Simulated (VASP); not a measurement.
Wanted: the native input for a VASP 6.6.1 run.

- Task: single point
- Functional: PBE
- Potentials or basis: VASP PAW PBE potentials, release 64 (Mg, Nb_sv, O)
- Cutoff: 520 eV
- k mesh: 4 × 10 × 6
- Occupations: gaussian, width 0.02 eV
- Spin: no spin polarisation
- Dipole correction: no
- Further INCAR settings: ALGO = Normal; EDIFF = 1e-06; NBANDS = 65

The structure of MgNb2O4 lies in POSCAR:

```
MgNb2O4
1.0
   10.2081167162      0.0000000000      0.0000000000
    0.0000000000      2.8842838303      0.0000000000
    0.0000000000      0.0000000000      4.9020459632
Mg Nb O
2 4 8
Direct
    0.5000000000      0.0000000000      0.0000000000
    0.0000000000      0.0000000000      0.0000000000
    0.2500000000      0.5000000000      0.1688662829
    0.2500000000      0.0000000000      0.6592628263
    0.7500000000      0.0000000000      0.3407371737
    0.7500000000      0.5000000000      0.8311337171
    0.3770218160      0.0000000000      0.3258211362
    0.1229781840      0.0000000000      0.3258211362
    0.1187229539      0.5000000000      0.8362842852
    0.3812770461      0.5000000000      0.8362842852
    0.6187229539      0.5000000000      0.1637157148
    0.8812770461      0.5000000000      0.1637157148
    0.6229781840      0.0000000000      0.6741788638
    0.8770218160      0.0000000000      0.6741788638
```

These files were run (other wordings do the same):

INCAR

```
PREC = Accurate ; ENCUT = 520
EDIFF = 1E-6 ; ISMEAR = 0
SIGMA = 0.02 ; LREAL = False
LASPH = True ; NELM = 80
ALGO = Normal ; ISIF = 2
LWAVE = False ; LCHARG = True
GGA = PE ; LELF = True
LVHAR = True ; NBANDS = 65
```

KPOINTS

```
regular mesh
0
Gamma
  4 10 6
```

Potentials or basis: VASP PAW PBE potentials, release 64 (Mg, Nb_sv, O).

Launch:

```console
$ cat potpaw_PBE.64/Mg/POTCAR potpaw_PBE.64/Nb_sv/POTCAR potpaw_PBE.64/O/POTCAR > POTCAR
$ mpirun -np 1 vasp_std > vasp.out
```

Results of the run:

| Property | Result |
| --- | --- |
| Pressure | 17.5 GPa |
| Largest force | 0.023 eV/Å |
| Band gap on the k mesh | 1.45 eV (least direct gap 1.47 eV) |

Caveat: the cell stands under pressure.

Wall time 20 min on 1 thread of Intel(R) Xeon(R) Platinum 8488C (Sapphire Rapids) (shared host), peak memory 0.59 GiB.
